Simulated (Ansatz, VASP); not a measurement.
# BaTiO3 in VASP and in Ansatz

```xyz
5
Lattice="3.8743 0.0000 0.0000 0.0000 3.8743 0.0000 0.0000 0.0000 4.0888" Properties=species:S:1:pos:R:3 pbc="T T T"
Ba    0.0000    0.0000    0.0000
Ti    1.9371    1.9371    2.0444
O     1.9371    1.9371    0.0000
O     1.9371    0.0000    2.0444
O     0.0000    1.9371    2.0444
```

Change from the starting cell: epitaxial_xy strain -3.0%.

Alike in both runs: task single point; functional PBE; k mesh 6 × 6 × 6; occupations fermi-dirac, width 0.02 eV; no spin polarisation.

|  | VASP | Ansatz |
| --- | --- | --- |
| version | VASP 6.6.1 | Ansatz 0.2.0 |
| potentials or method | VASP PAW PBE potentials, release 64 (Ba_sv, Ti_sv, O) | plane waves, PAW |
| plane-wave cutoff (eV) | 520 | 420 |
| valence electrons in the cell | 40 | 40 |

Ansatz gave:

* gap on the k mesh at the Fermi level (eV): 1.78
* pressure (GPa): 11.2
* traceless stress, the component that is largest in VASP (GPa): -7.96

**Question.** What did VASP give for the same quantities?

**Answer.** gap on the k mesh at the Fermi level (eV): 1.71; pressure (GPa): 13.3; traceless stress, the component that is largest in VASP (GPa): -8.25.

The functional is the same, so the differences come from potentials, cutoffs and numerics.

Spin-orbit coupling is off throughout.
